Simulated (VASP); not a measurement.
# Al2Pt (Fm-3m) in VASP: a series of runs

Aim: see how the results for Al2Pt move with the level of theory and the settings. Levels: PBEsol+D4, PBEsol, PBE. Tasks: relaxation of cell and atoms, single point.

Program: VASP 6.6.1. These are calculated values, not measurements. Logs are shortened: lines on timing, memory, paths and dates and some standing lists are left out, and cuts for length are marked.

### 1 The cell of the first run

It takes space group Fm-3m (No. 225, cubic). The conventional cell has a = 5.910 Å, b = 5.910 Å, c = 5.910 Å, α = 90.00°, β = 90.00°, γ = 90.00°. Pt (site symmetry m-3m) has 8 Al at 2.56 Å within 3.4 Å. Al (site symmetry -43m) has 4 Pt at 2.56 Å and 6 Al at 2.96 Å within 3.4 Å.

### 2 Relaxation of cell and atoms, PBEsol+D4

Input file INCAR:

```
PREC = Accurate ; ENCUT = 600
EDIFF = 1E-6 ; ISMEAR = -1
SIGMA = 0.05 ; LREAL = False
LASPH = True ; NELM = 60
ALGO = Normal ; ISIF = 3
LWAVE = False ; LCHARG = False
GGA = PS ; IVDW = 13
IBRION = 2 ; NSW = 60
EDIFFG = -0.01
```

Input file KPOINTS:

```
regular mesh
0
Gamma
  8 8 8
```

Input file POSCAR:

```
Al2Pt
1.0
    0.0000000000      2.9550000000      2.9550000000
    2.9550000000      0.0000000000      2.9550000000
    2.9550000000      2.9550000000      0.0000000000
Pt Al
1 2
Direct
    0.0000000000      0.0000000000      0.0000000000
    0.7500000000      0.7500000000      0.7500000000
    0.2500000000      0.2500000000      0.2500000000
```

Potentials or basis: VASP PAW PBE potentials, release 64 (Pt, Al).

Started as:

```bash
$ cat potpaw_PBE.64/Pt/POTCAR potpaw_PBE.64/Al/POTCAR > POTCAR
$ mpirun -np 1 vasp_std > vasp.out
```

OUTCAR:

```text
PREC = Accurate
   ENCUT = 600
   EDIFF = 1E-6
   ISMEAR = -1
   LREAL = False
   LASPH = True
   NELM = 60
   ISIF = 3
   GGA = PS
   IVDW = 13
   IBRION = 2
   NSW = 60
   EDIFFG = -0.01

 ion  position               nearest neighbor table
   1  0.000  0.000  0.000-   2 2.56   2 2.56   2 2.56   2 2.56   3 2.56   3 2.56   3 2.56   3 2.56

   2  0.750  0.750  0.750-   1 2.56   1 2.56   1 2.56   1 2.56   3 2.96   3 2.96   3 2.96   3 2.96
                             3 2.96   3 2.96
   3  0.250  0.250  0.250-   1 2.56   1 2.56   1 2.56   1 2.56   2 2.96   2 2.96   2 2.96   2 2.96
                             2 2.96   2 2.96

  LATTYP: Found a face centered cubic cell.
 ALAT       =     5.9100000000

  Lattice vectors:

 A1 = (   0.0000000000,   2.9550000000,   2.9550000000)
 A2 = (   2.9550000000,   0.0000000000,   2.9550000000)
 A3 = (   2.9550000000,   2.9550000000,   0.0000000000)

Analysis of symmetry for initial positions (statically):
=====================================================================
 Subroutine PRICEL returns:
 Original cell was already a primitive cell.

 Routine SETGRP: Setting up the symmetry group for a
 face centered cubic supercell.

 Subroutine GETGRP returns: Found 48 space group operations
 (whereof 48 operations were pure point group operations)
 out of a pool of 48 trial point group operations.

The static configuration has the point symmetry O_h .

Analysis of symmetry for dynamics (positions and initial velocities):
=====================================================================
 Subroutine PRICEL returns:
 Original cell was already a primitive cell.

 Routine SETGRP: Setting up the symmetry group for a
 face centered cubic supercell.

 Subroutine GETGRP returns: Found 48 space group operations
 (whereof 48 operations were pure point group operations)
 out of a pool of 48 trial point group operations.

The dynamic configuration has the point symmetry O_h .

 Subroutine INISYM returns: Found 48 space group operations
 (whereof 48 operations are pure point group operations),
 and found     1 'primitive' translations

----------------------------------------------------------------------------------------

                                     Primitive cell

  volume of cell :      51.6063

  direct lattice vectors                    reciprocal lattice vectors
     0.000000000  2.955000000  2.955000000    -0.169204738  0.169204738  0.169204738
     2.955000000  0.000000000  2.955000000     0.169204738 -0.169204738  0.169204738
     2.955000000  2.955000000  0.000000000     0.169204738  0.169204738 -0.169204738

  length of vectors
     4.179001077  4.179001077  4.179001077     0.293071203  0.293071203  0.293071203

  position of ions in fractional coordinates (direct lattice)
     0.000000000  0.000000000  0.000000000
     0.750000000  0.750000000  0.750000000
     0.250000000  0.250000000  0.250000000

  ion indices of the primitive-cell ions
   primitive index   ion index
                 1           1
                 2           2
                 3           3

----------------------------------------------------------------------------------------

 KPOINTS: regular mesh

Automatic generation of k-mesh.
 Grid dimensions read from file:
 generate k-points for:    8    8    8

 Generating k-lattice:

  Cartesian coordinates                     Fractional coordinates (reciprocal lattice)
    -0.021150592  0.021150592  0.021150592     0.125000000  0.000000000  0.000000000
     0.021150592 -0.021150592  0.021150592     0.000000000  0.125000000  0.000000000
     0.021150592  0.021150592 -0.021150592     0.000000000  0.000000000  0.125000000

  Length of vectors
     0.036633900  0.036633900  0.036633900

  Shift w.r.t. Gamma in fractional coordinates (k-lattice)
     0.000000000  0.000000000  0.000000000

 Subroutine IBZKPT returns following result:
 ===========================================

 Found     29 irreducible k-points:

 Following reciprocal coordinates:
            Coordinates               Weight
  0.000000  0.000000  0.000000      1.000000
  0.125000  0.000000  0.000000      8.000000
  0.250000  0.000000  0.000000      8.000000
  0.375000  0.000000  0.000000      8.000000
  0.500000  0.000000  0.000000      4.000000
  0.125000  0.125000  0.000000      6.000000
[... 16 lines left out ...]
  0.500000  0.250000  0.125000     48.000000
 -0.375000  0.250000  0.125000     24.000000
 [... further k-points ...]
   k-points           NKPTS =     29   k-points in BZ     NKDIM =     29   number of bands    NBANDS=     12
   number of dos      NEDOS =    301   number of ions     NIONS =      3
   total plane-waves  NPLWV =  46656
   dimension x,y,z NGX =    36 NGY =   36 NGZ =   36
   dimension x,y,z NGXF=    72 NGYF=   72 NGZF=   72
   ions per type =               1   2
   NGX,Y,Z   is equivalent  to a cutoff of  14.32, 14.32, 14.32 a.u.
   NGXF,Y,Z  is equivalent  to a cutoff of  28.64, 28.64, 28.64 a.u.
 SYSTEM =  unknown system
   PREC   = accura    normal or accurate (medium, high low for compatibility)
   ISTART =      0    job   : 0-new  1-cont  2-samecut
   ICHARG =      2    charge: 1-file 2-atom 10-const
   ISPIN  =      1    spin polarized calculation?
   LNONCOLLINEAR =      F non collinear calculations
   LSORBIT =      F    spin-orbit coupling
   LASPH  =      T    aspherical Exc in radial PAW
   ENCUT  =  600.0 eV  44.10 Ry    6.64 a.u.   8.35  8.35  8.35*2*pi/ulx,y,z
   NELM   =     60;   NELMIN=  2; NELMDL= -5     # of ELM steps
   EDIFF  = 0.1E-05   stopping-criterion for ELM
   LREAL  =      F    real-space projection
   EDIFFG = -.1E-01   stopping-criterion for IOM
   NSW    =     60    number of steps for IOM
   IBRION =      2    ionic relax: 0-MD 1-quasi-New 2-CG
   NFREE  =      1    steps in history (QN), initial steepest desc. (CG)
   ISIF   =      3    stress and relaxation
   ISYM   =      2    0-nonsym 1-usesym 2-fastsym
   POTIM  = 0.5000    time-step for ionic-motion
   TEBEG  =    0.0;   TEEND  =   0.0 temperature during run
   PSTRESS=    0.0 pullay stress
   NELECT =      16.0000    total number of electrons
   NUPDOWN=      -1.0000    fix difference up-down
   EMIN   =  10.00;   EMAX   =-10.00  energy-range for DOS
   EFERMI =   0.00;   METHOD = LEGACY
   ISMEAR =    -1;   SIGMA  =   0.05  broadening in eV -4-tet -1-fermi 0-gaus
   EFERMI_NEDOS =   21; number of points for ismear=-14 and -15
   IALGO  =     38    algorithm
   IMIX   =      4    mixing-type and parameters
     AMIX     =   0.40;   BMIX     =  1.00
     AMIX_MAG =   1.60;   BMIX_MAG =  1.00
  volume/ion in A,a.u.               =      17.20       116.09
  Fermi-wavevector in a.u.,A,eV,Ry     =   1.108019  2.093853 16.703966  1.227707
  Thomas-Fermi vector in A             =   2.244541
   LORBIT       =      0    0 simple, 1 ext, 2 COOP (PROOUT), +10 PAW based schemes
   GGA     = PS    functional components
   LHFCALC =     F    Hartree Fock is set to
   AEXX    =    0.0000 exact exchange contribution
   IVDW    =    13    specifies the selected vdW correction
   LEPSILON=     F    determine dielectric tensor
   LRPA    =     F    only Hartree local field effects (RPA)
 conjugate gradient relaxation of ions
 non-spin polarized calculation
  energy-cutoff  :      600.00
  volume of cell :       51.61
 maximum number of plane-waves:      1759
 NGX is ok and might be reduce to    36
   NGX = 17   NGY = 17   NGZ = 17

--------------------------------------- Ionic step        1  -------------------------------------------

 number of electron      16.0000000 magnetization

 Free energy of the ion-electron system (eV)
  ---------------------------------------------------
  ext. energy  EPLUGINS =         0.00000000
  ---------------------------------------------------
  free energy    TOTEN  =       -17.75502912 eV

  energy without entropy =      -17.74260983  energy(sigma->0) =      -17.74881947

------------------------ aborting loop because EDIFF is reached ----------------------------------------

  DFT-D4 for vdW energy calculation

  Edisp (eV):   -0.75205

  FORCE on cell =-STRESS in cart. coord.  units (eV):
  Direction    XX          YY          ZZ          XY          YZ          ZX
  --------------------------------------------------------------------------------------
  -------------------------------------------------------------------------------------
  Total      -0.98791    -0.98791    -0.98791    -0.00000    -0.00000     0.00000
  in kB     -30.67091   -30.67091   -30.67091    -0.00000    -0.00000     0.00000
  external pressure =      -30.67 kB  Pullay stress =        0.00 kB
[... 63 lines left out ...]
  energy  without entropy=      -18.4914082997  energy(sigma->0) =      -18.49733598

--------------------------------------- Ionic step        3  -------------------------------------------

 number of electron      15.9999999 magnetization

 Free energy of the ion-electron system (eV)
  ---------------------------------------------------
  ext. energy  EPLUGINS =         0.00000000
  ---------------------------------------------------
  free energy    TOTEN  =       -17.75068631 eV

  energy without entropy =      -17.73854027  energy(sigma->0) =      -17.74461329

 E-fermi :   8.0266     XC(G=0): -10.9115

 val. band max:        7.9622138684   @ k =   0.3750   0.2500   0.0000
 cond. band min:       8.0592858072   @ k =  -0.3750   0.1250   0.0000
 fundamental gap:      0.0970719388
 Fermi energy:         8.0265893445

 k-point     1 :       0.0000    0.0000    0.0000
  band No.  band energies     occupation
      1      -2.3394      2.00000
      2       2.8820      2.00000
      3       2.8820      2.00000
      4       2.8820      2.00000
      5       4.2657      2.00000
      6       4.2657      2.00000
      7      11.2169      0.00000
      8      11.8685      0.00000
      9      11.8685      0.00000
     10      11.8685      0.00000
     11      13.6135      0.00000
     12      13.6135      0.00000
[... 331 lines left out ...]
 k-point    24 :      -0.3750    0.2500    0.1250
  band No.  band energies     occupation
      1       0.6355      2.00000
      2       1.8900      2.00000
      3       3.0331      2.00000
      4       3.5467      2.00000
      5       3.8153      2.00000
      6       4.4764      2.00000
      7       4.7533      2.00000
      8       7.0775      2.00000
      9       8.1778      0.09276
     10      11.9548      0.00000
     11      13.3792      0.00000
     12      14.9893      0.00000

 [... further k-points ...]

------------------------ aborting loop because EDIFF is reached ----------------------------------------

  DFT-D4 for vdW energy calculation

  Edisp (eV):   -0.76778

  FORCE on cell =-STRESS in cart. coord.  units (eV):
  Direction    XX          YY          ZZ          XY          YZ          ZX
  --------------------------------------------------------------------------------------
  -------------------------------------------------------------------------------------
  Total      -0.00277    -0.00277    -0.00277     0.00000    -0.00000     0.00000
  in kB      -0.08811    -0.08811    -0.08811     0.00000    -0.00000     0.00000
  external pressure =       -0.09 kB  Pullay stress =        0.00 kB
[... 18 lines left out ...]
  FREE ENERGIE OF THE ION-ELECTRON SYSTEM (eV)
  ---------------------------------------------------
  free  energy   TOTEN  =       -18.5184613571 eV

  energy  without entropy=      -18.5063153169  energy(sigma->0) =      -18.51238834

 reached required accuracy - stopping structural energy minimisation
```

Wall time 83 s (1 thread of Intel Xeon 6975P-C, shared host); peak memory 0.22 GiB.

Results:

```yaml
Free_energy: -18.5185 eV
Relaxed_volume: 16.82 Å³/atom
Relaxed_cell: a = 4.148 Å, b = 4.148 Å, c = 4.148 Å, α = 60.00°, β = 60.00°, γ = 60.00°
Space_group_after_relaxing_to_0.05_Å: Fm-3m (No. 225)
Energy_gained_by_relaxing: 3.8 meV/atom
Ionic_steps: 3
Pressure_after_relaxing: 0.0 GPa
Band_gap_on_the_k_mesh: zero (band 8 reaches 11.87 eV, above the bottom of band 9 at 6.41 eV)
Dispersion_energy_per_atom: -0.256 eV
```

The path:
```
step  energy change (eV)  largest force (eV/Å)  pressure (GPa)  volume (Å³)
   1              0.0000                0.0000           -3.07        51.61
   2              0.0038                0.0000            3.95        49.19
   3             -0.0114                0.0000           -0.01        50.46
```

Final structure:
```
Pt Al
1.0
     0.00000    2.93290    2.93290
     2.93290    0.00000    2.93290
     2.93290    2.93290    0.00000
Pt Al
1 2
Direct
  0.00000 0.00000 0.00000
  0.75000 0.75000 0.75000
  0.25000 0.25000 0.25000
```

Caveat: the PAW data sets were made with another functional, which shifts forces and pressure a little; spin-orbit coupling is left out, which moves the levels of the heavy elements; pairwise dispersion overbinds metals, which lowers pressure and volume.

(Continued in part 2 of 2.)
